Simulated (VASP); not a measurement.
Crystal: GaP.

```
Ga P
1.0
     0.00000    2.72525    2.72525
     2.72525    0.00000    2.72525
     2.72525    2.72525    0.00000
Ga P
1 1
Cartesian
  0.0000 0.0000 0.0000
  4.0879 4.0879 4.0879
```

Base run:

* Program: VASP 6.6.1
* Functional: r2SCAN
* Potentials or basis: VASP PAW PBE potentials, release 64 (Ga_d, P)
* Cutoff: 550 eV
* k mesh: 6 × 6 × 6
* Occupations: gaussian, width 0.01 eV
* Spin: no spin polarisation

Its results: band gap on the k mesh 1.91 eV (least direct gap 2.34 eV); pressure 0.0 GPa.

The run is repeated on the same cell with these changes: k mesh from 6 × 6 × 6 to 5 × 5 × 5. What comes out?

Band gap on the k mesh 1.85 eV (least direct gap 2.34 eV); pressure 0.1 GPa.

Caveats: the PAW data sets were made with another functional, which shifts forces and pressure a little; an odd mesh through Γ misses points on the zone boundary, where band edges can lie (at least some runs).
